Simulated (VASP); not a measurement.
# CsSnBr3 (Pm-3m) in VASP: notebook

The runs below take CsSnBr3 through single point, with revPBE, BLYP, LDA.

Everything below comes from runs of VASP 6.6.1. Logs are shortened: lines on timing, memory, paths and dates and some standing lists are left out, and cuts for length are marked.

## Step 1: The cell of the first run

It takes space group Pm-3m (No. 221, cubic). Conventional cell: a = 5.839 Å, b = 5.839 Å, c = 5.839 Å, α = 90.00°, β = 90.00°, γ = 90.00°. Within 5.4 Å of Cs (site symmetry m-3m) lie 12 Br at 4.13 Å and 8 Sn at 5.06 Å. Within 3.8 Å of Sn (site symmetry m-3m) lie 6 Br at 2.92 Å. Within 3.8 Å of Br (site symmetry 4/mmm) lie 2 Sn at 2.92 Å.

## Step 2: Single point, revPBE

File INCAR:

```
SYSTEM = CsSnBr3
PREC = Accurate ; ENCUT = 500
EDIFF = 1E-6 ; ISMEAR = 0
SIGMA = 0.01 ; LREAL = .FALSE.
LASPH = .TRUE. ; NELM = 120
ALGO = Normal ; ISIF = 2
LWAVE = .FALSE. ; LCHARG = .FALSE.
GGA = RE ; NBANDS = 30
GGA_COMPAT = .FALSE.
```

File KPOINTS:

```
regular mesh
0
G
  4 4 4
  0 0 0
```

File POSCAR:

```
CsSnBr3
1.0
    5.8390060000      0.0000000000      0.0000000000
    0.0000000000      5.8390060000      0.0000000000
    0.0000000000      0.0000000000      5.8390060000
Cs Sn Br
1 1 3
Direct
    0.0000000000      0.0000000000      0.0000000000
    0.5000000000      0.5000000000      0.5000000000
    0.5000000000      0.0000000000      0.5000000000
    0.5000000000      0.5000000000      0.0000000000
    0.0000000000      0.5000000000      0.5000000000
```

Potentials or basis: VASP PAW PBE potentials, release 64 (Cs_sv, Sn_d, Br).

The run is started by

```console
$ cat potpaw_PBE.64/Cs_sv/POTCAR potpaw_PBE.64/Sn_d/POTCAR potpaw_PBE.64/Br/POTCAR > POTCAR
$ mpirun -np 1 vasp_std > vasp.out
```

OUTCAR:

```text
SYSTEM = CsSnBr3
   PREC = Accurate
   ENCUT = 500
   EDIFF = 1E-6
   ISMEAR = 0
   LREAL = .FALSE.
   LASPH = .TRUE.
   NELM = 120
   ISIF = 2
   GGA = RE

 ion  position               nearest neighbor table
   1  0.000  0.000  0.000-
   2  0.500  0.500  0.500-   3 2.92   4 2.92   5 2.92   4 2.92   3 2.92   5 2.92
   3  0.500  0.000  0.500-   2 2.92   2 2.92
   4  0.500  0.500  0.000-   2 2.92   2 2.92
   5  0.000  0.500  0.500-   2 2.92   2 2.92

  LATTYP: Found a simple cubic cell.
 ALAT       =     5.8390060000

  Lattice vectors:

 A1 = (   5.8390060000,   0.0000000000,   0.0000000000)
 A2 = (   0.0000000000,   5.8390060000,   0.0000000000)
 A3 = (   0.0000000000,   0.0000000000,   5.8390060000)

Analysis of symmetry for initial positions (statically):
=====================================================================
 Subroutine PRICEL returns:
 Original cell was already a primitive cell.

 Routine SETGRP: Setting up the symmetry group for a
 simple cubic supercell.

 Subroutine GETGRP returns: Found 48 space group operations
 (whereof 48 operations were pure point group operations)
 out of a pool of 48 trial point group operations.

The static configuration has the point symmetry O_h .

Analysis of symmetry for dynamics (positions and initial velocities):
=====================================================================
 Subroutine PRICEL returns:
 Original cell was already a primitive cell.

 Routine SETGRP: Setting up the symmetry group for a
 simple cubic supercell.

 Subroutine GETGRP returns: Found 48 space group operations
 (whereof 48 operations were pure point group operations)
 out of a pool of 48 trial point group operations.

The dynamic configuration has the point symmetry O_h .

 Subroutine INISYM returns: Found 48 space group operations
 (whereof 48 operations are pure point group operations),
 and found     1 'primitive' translations

----------------------------------------------------------------------------------------

                                     Primitive cell

  volume of cell :     199.0750

  direct lattice vectors                    reciprocal lattice vectors
     5.839006000  0.000000000  0.000000000     0.171262026  0.000000000  0.000000000
     0.000000000  5.839006000  0.000000000     0.000000000  0.171262026  0.000000000
     0.000000000  0.000000000  5.839006000     0.000000000  0.000000000  0.171262026

  length of vectors
     5.839006000  5.839006000  5.839006000     0.171262026  0.171262026  0.171262026

  position of ions in fractional coordinates (direct lattice)
     0.000000000  0.000000000  0.000000000
     0.500000000  0.500000000  0.500000000
     0.500000000  0.000000000  0.500000000
     0.500000000  0.500000000  0.000000000
     0.000000000  0.500000000  0.500000000

  ion indices of the primitive-cell ions
   primitive index   ion index
                 1           1
                 2           2
                 3           3
                 4           4
                 5           5

----------------------------------------------------------------------------------------

 KPOINTS: regular mesh

Automatic generation of k-mesh.
 Grid dimensions read from file:
 generate k-points for:    4    4    4

 Generating k-lattice:

  Cartesian coordinates                     Fractional coordinates (reciprocal lattice)
     0.042815507  0.000000000  0.000000000     0.250000000  0.000000000  0.000000000
     0.000000000  0.042815507  0.000000000     0.000000000  0.250000000  0.000000000
     0.000000000  0.000000000  0.042815507     0.000000000  0.000000000  0.250000000

  Length of vectors
     0.042815507  0.042815507  0.042815507

  Shift w.r.t. Gamma in fractional coordinates (k-lattice)
     0.000000000  0.000000000  0.000000000

 Subroutine IBZKPT returns following result:
 ===========================================

 Found     10 irreducible k-points:

 Following reciprocal coordinates:
            Coordinates               Weight
  0.000000  0.000000  0.000000      1.000000
  0.250000  0.000000  0.000000      6.000000
  0.500000  0.000000  0.000000      3.000000
  0.250000  0.250000  0.000000     12.000000
  0.500000  0.250000  0.000000     12.000000
  0.500000  0.500000  0.000000      3.000000
  0.250000  0.250000  0.250000      8.000000
  0.500000  0.250000  0.250000     12.000000
  0.500000  0.500000  0.250000      6.000000
  0.500000  0.500000  0.500000      1.000000
   k-points           NKPTS =     10   k-points in BZ     NKDIM =     10   number of bands    NBANDS=     30
   number of dos      NEDOS =    301   number of ions     NIONS =      5
   total plane-waves  NPLWV = 110592
   dimension x,y,z NGX =    48 NGY =   48 NGZ =   48
   dimension x,y,z NGXF=    96 NGYF=   96 NGZF=   96
   ions per type =               1   1   3
   NGX,Y,Z   is equivalent  to a cutoff of  13.67, 13.67, 13.67 a.u.
   NGXF,Y,Z  is equivalent  to a cutoff of  27.33, 27.33, 27.33 a.u.
 SYSTEM =  CsSnBr3
   PREC   = accura    normal or accurate (medium, high low for compatibility)
   ISTART =      0    job   : 0-new  1-cont  2-samecut
   ICHARG =      2    charge: 1-file 2-atom 10-const
   ISPIN  =      1    spin polarized calculation?
   LNONCOLLINEAR =      F non collinear calculations
   LSORBIT =      F    spin-orbit coupling
   LASPH  =      T    aspherical Exc in radial PAW
   ENCUT  =  500.0 eV  36.75 Ry    6.06 a.u.  10.65 10.65 10.65*2*pi/ulx,y,z
   NELM   =    120;   NELMIN=  2; NELMDL= -5     # of ELM steps
   EDIFF  = 0.1E-05   stopping-criterion for ELM
   LREAL  =      F    real-space projection
   EDIFFG = 0.1E-04   stopping-criterion for IOM
   NSW    =      0    number of steps for IOM
   IBRION =     -1    ionic relax: 0-MD 1-quasi-New 2-CG
   NFREE  =      0    steps in history (QN), initial steepest desc. (CG)
   ISIF   =      2    stress and relaxation
   ISYM   =      2    0-nonsym 1-usesym 2-fastsym
   POTIM  = 0.5000    time-step for ionic-motion
   TEBEG  =    0.0;   TEEND  =   0.0 temperature during run
   PSTRESS=    0.0 pullay stress
   NELECT =      44.0000    total number of electrons
   NUPDOWN=      -1.0000    fix difference up-down
   EMIN   =  10.00;   EMAX   =-10.00  energy-range for DOS
   EFERMI =   0.00;   METHOD = LEGACY
   ISMEAR =     0;   SIGMA  =   0.01  broadening in eV -4-tet -1-fermi 0-gaus
   EFERMI_NEDOS =   21; number of points for ismear=-14 and -15
   IALGO  =     38    algorithm
   IMIX   =      4    mixing-type and parameters
     AMIX     =   0.40;   BMIX     =  1.00
     AMIX_MAG =   1.60;   BMIX_MAG =  1.00
  volume/ion in A,a.u.               =      39.82       268.68
  Fermi-wavevector in a.u.,A,eV,Ry     =   0.989814  1.870477 13.330052  0.979731
  Thomas-Fermi vector in A             =   2.121439
   LORBIT       =      0    0 simple, 1 ext, 2 COOP (PROOUT), +10 PAW based schemes
   GGA     = RE    functional components
   LHFCALC =     F    Hartree Fock is set to
   AEXX    =    0.0000 exact exchange contribution
   IVDW    =     0    specifies the selected vdW correction
   LEPSILON=     F    determine dielectric tensor
   LRPA    =     F    only Hartree local field effects (RPA)
 non-spin polarized calculation
 Gauss-broadening in eV      SIGMA  =   0.01
  energy-cutoff  :      500.00
  volume of cell :      199.08
 maximum number of plane-waves:      5078
 NGX is ok and might be reduce to    48
   NGX = 21   NGY = 21   NGZ = 21

 number of electron      44.0000008 magnetization

 Free energy of the ion-electron system (eV)
  ---------------------------------------------------
  ext. energy  EPLUGINS =         0.00000000
  ---------------------------------------------------
  free energy    TOTEN  =       -14.71582929 eV

  energy without entropy =      -14.71582929  energy(sigma->0) =      -14.71582929

 E-fermi :   2.4024     XC(G=0):  -7.4141

 val. band max:        2.3029528988   @ k =   0.5000   0.5000   0.5000
 cond. band min:       2.8391606205   @ k =   0.5000   0.5000   0.5000
 fundamental gap:      0.5362077217
 Fermi energy:         2.4024254562

 k-point     1 :       0.0000    0.0000    0.0000
  band No.  band energies     occupation
      1     -20.0414      2.00000
      2     -19.9878      2.00000
      3     -19.9878      2.00000
      4     -19.9646      2.00000
      5     -19.9646      2.00000
      6     -19.9646      2.00000
[... 22 lines left out ...]
     29       7.2351      0.00000
     30       7.2351      0.00000

 k-point     2 :       0.2500    0.0000    0.0000
  band No.  band energies     occupation
      1     -20.0408      2.00000
      2     -19.9878      2.00000
      3     -19.9849      2.00000
      4     -19.9647      2.00000
      5     -19.9647      2.00000
      6     -19.9646      2.00000
[... 22 lines left out ...]
     29       6.6053      0.00000
     30       7.3112      0.00000

 k-point     3 :       0.5000    0.0000    0.0000
  band No.  band energies     occupation
      1     -20.0403      2.00000
      2     -19.9878      2.00000
      3     -19.9820      2.00000
      4     -19.9648      2.00000
      5     -19.9648      2.00000
      6     -19.9646      2.00000
[... 22 lines left out ...]
     29       7.0106      0.00000
     30       7.5604      0.00000

 k-point     4 :       0.2500    0.2500    0.0000
  band No.  band energies     occupation
      1     -20.0403      2.00000
      2     -19.9864      2.00000
      3     -19.9835      2.00000
      4     -19.9648      2.00000
      5     -19.9647      2.00000
      6     -19.9647      2.00000
[... 154 lines left out ...]
     29       7.3223      0.00000
     30       7.4129      0.00000

 k-point     9 :       0.5000    0.5000    0.2500
  band No.  band energies     occupation
      1     -20.0390      2.00000
      2     -19.9820      2.00000
      3     -19.9791      2.00000
      4     -19.9650      2.00000
      5     -19.9649      2.00000
      6     -19.9649      2.00000
[... 22 lines left out ...]
     29       7.0354      0.00000
     30       7.5788      0.00000

 k-point    10 :       0.5000    0.5000    0.5000
  band No.  band energies     occupation
      1     -20.0385      2.00000
      2     -19.9791      2.00000
      3     -19.9791      2.00000
      4     -19.9650      2.00000
      5     -19.9650      2.00000
      6     -19.9650      2.00000
[... 22 lines left out ...]
     29       6.7459      0.00000
     30       7.9580      0.00000

------------------------ aborting loop because EDIFF is reached ----------------------------------------

  FORCE on cell =-STRESS in cart. coord.  units (eV):
  Direction    XX          YY          ZZ          XY          YZ          ZX
  --------------------------------------------------------------------------------------
  -------------------------------------------------------------------------------------
  Total        2.2036368      2.2036368      2.2036368      0.0000000      0.0000000      0.0000000
  in kB       17.7351076     17.7351076     17.7351076      0.0000000      0.0000000      0.0000000
  external PRESSURE =      17.7351076 kB  Pullay stress =       0.0000000 kB

 VOLUME and BASIS-vectors are now :
 -----------------------------------------------------------------------------
  energy-cutoff  :      500.00
  volume of cell :      199.08
      direct lattice vectors                 reciprocal lattice vectors
     5.839006000  0.000000000  0.000000000     0.171262026  0.000000000  0.000000000
     0.000000000  5.839006000  0.000000000     0.000000000  0.171262026  0.000000000
     0.000000000  0.000000000  5.839006000     0.000000000  0.000000000  0.171262026

 POSITION                                       TOTAL-FORCE (eV/Angst)
 -----------------------------------------------------------------------------------
      0.00000      0.00000      0.00000         0.000000      0.000000      0.000000
      2.91950      2.91950      2.91950         0.000000      0.000000      0.000000
      2.91950      0.00000      2.91950         0.000000      0.000000      0.000000
      2.91950      2.91950      0.00000         0.000000      0.000000      0.000000
      0.00000      2.91950      2.91950         0.000000      0.000000      0.000000
 -----------------------------------------------------------------------------------
    total drift:                                0.000000     -0.000000     -0.000000

  FREE ENERGIE OF THE ION-ELECTRON SYSTEM (eV)
  ---------------------------------------------------
  free  energy   TOTEN  =       -14.7158292862 eV

  energy  without entropy=      -14.7158292862  energy(sigma->0) =      -14.71582929
```

Run time: 2 min. Hardware: 1 thread of Intel Xeon 8259CL, shared host; peak memory 0.34 GiB.

Results:

* Free energy: -14.7158 eV
* Pressure: 1.8 GPa
* Band gap on the k mesh: 0.54 eV

Caveat: the PAW data sets were made with another functional, which shifts forces and pressure a little; spin-orbit coupling is left out, which moves the levels of the heavy elements.

(Part 1 of 2 ends here.)
